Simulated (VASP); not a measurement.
Set up this calculation in VASP 6.6.1, as the native input.

```yaml
Task: relaxation of the atoms
Functional: PBEsol
Potentials_or_basis: VASP PAW PBE potentials, release 64 (C)
Cutoff: 520 eV
k_mesh: 9 × 9 × 6
Occupations: gaussian, width 0.02 eV
Spin: no spin polarisation
Dipole_correction: no
Further_INCAR_settings: ALGO = Normal; EDIFF = 1e-06; IBRION = 2; EDIFFG = -0.002; NSW = 60
```

The structure of C lies in POSCAR:

```
C
1.0
    2.5643191206      0.0000000000      0.0000000000
   -1.2821595603      2.2207655019      0.0000000000
    0.0000000000      0.0000000000      4.2229976381
C
4
Direct
    0.3333333333      0.6666666667     -0.0002046816
    0.6666666667      0.3333333333      0.4997953184
    0.3333333333      0.6666666667      0.3742046816
    0.6666666667      0.3333333333      0.8742046816
```

This cell differs from its parent crystal: strained cell.

The input as run:

INCAR

```
SYSTEM = C
  ALGO = Normal
  EDIFF = 1E-6
  EDIFFG = -0.002
  ENCUT = 520
  GGA = PS
  IBRION = 2
  ISIF = 2
  ISMEAR = 0
  LASPH = .TRUE.
  LCHARG = .FALSE.
  LREAL = .FALSE.
  LWAVE = .FALSE.
  NELM = 60
  NSW = 60
  PREC = Accurate
  SIGMA = 0.02
```

KPOINTS

```
k-points
0
G
  9 9 6
  0 0 0
```

Potentials or basis: VASP PAW PBE potentials, release 64 (C).

The run is started by

```sh
$ cat potpaw_PBE.64/C/POTCAR > POTCAR
$ mpirun -np 1 vasp_std > vasp.out
```

Results of the run:

```
Energy gained by relaxing : 0.0 meV/atom
Ionic steps               : 3
Pressure after relaxing   : -25.6 GPa
Band gap on the k mesh    : 3.30 eV (least direct gap 4.70 eV)
```

Caveat: the cell differs from its parent crystal (strained cell); the PAW data sets were made with another functional, which shifts forces and pressure a little; an odd mesh through Γ misses points on the zone boundary, where band edges can lie.

Run time: 36 s on 1 thread of Intel Xeon 8259CL, on a shared host, peak memory 0.13 GiB.
